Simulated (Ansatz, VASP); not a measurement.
**Ca: VASP beside Ansatz**

```
CELL_PARAMETERS angstrom
1.97128 -3.39549 0.00000
1.97128 3.39549 0.00000
0.00000 0.00000 6.50911
ATOMIC_POSITIONS crystal
Ca 0.82247 0.19016 0.24030
Ca 0.15728 0.85426 0.74027
```

Alike in both runs: functional r2SCAN; k mesh 7 × 7 × 4; occupations fermi-dirac, width 0.05 eV; no spin polarisation.

Ansatz relaxed the structure, and its values are those at the end. VASP's run is a single point on that final structure, the one shown.

```csv
,VASP,Ansatz
version,VASP 6.6.1,Ansatz 0.2.0
potentials or method,"VASP PAW PBE potentials, release 64 (Ca_sv)","PAW with Ansatz's default frozen-core files, scalar-relativistic"
plane-wave cutoff (eV),520,500
valence electrons in the cell,20,20
```

|  | VASP | Ansatz | Ansatz less VASP |
| --- | --- | --- | --- |
| pressure (GPa) | 0.0 | 0.0 | -0.05 |

VASP's potentials were made for PBE, not for r2SCAN. Ansatz's warnings: stress scf threshold loose.
